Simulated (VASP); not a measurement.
Here is a VASP 6.6.1 calculation.

File INCAR:

```
SYSTEM = Al3InAs4
PREC = Accurate ; ENCUT = 520
EDIFF = 1E-6 ; ISMEAR = 0
SIGMA = 0.1 ; LREAL = .FALSE.
LASPH = .TRUE. ; NELM = 80
ALGO = Normal ; ISIF = 2
LWAVE = .FALSE. ; LCHARG = .FALSE.
GGA = PE ; NBANDS = 31
```

The input KPOINTS:

```
regular mesh
0
G
  4 4 2
  0 0 0
```

The input POSCAR:

```
Al3InAs4
1.0
    4.1423647186      0.0000000000      0.0000000000
    0.0000000000      4.1423647186      0.0000000000
    0.0000000000      0.0000000000     11.5792581871
Al In As
3 1 4
Direct
    0.0000000000      0.0000000000      0.7406687396
    0.5000000000      0.5000000000      0.5000000000
    0.0000000000      0.0000000000      0.2593312604
    0.5000000000      0.5000000000      0.0000000000
    0.5000000000      0.0000000000      0.6203206934
    0.0000000000      0.5000000000      0.3796793066
    0.5000000000      0.0000000000      0.1410690049
    0.0000000000      0.5000000000      0.8589309951
```

Potentials or basis: VASP PAW PBE potentials, release 64 (Al, In_d, As).

The run is started by

```sh
$ cat potpaw_PBE.64/Al/POTCAR potpaw_PBE.64/In_d/POTCAR potpaw_PBE.64/As/POTCAR > POTCAR
$ mpirun -np 1 vasp_std > vasp.out
```

(1) Predict the pressure.

(2) Estimate the largest force.

## Answers

(1) 0.2 GPa.

(2) 0.010 eV/Å.
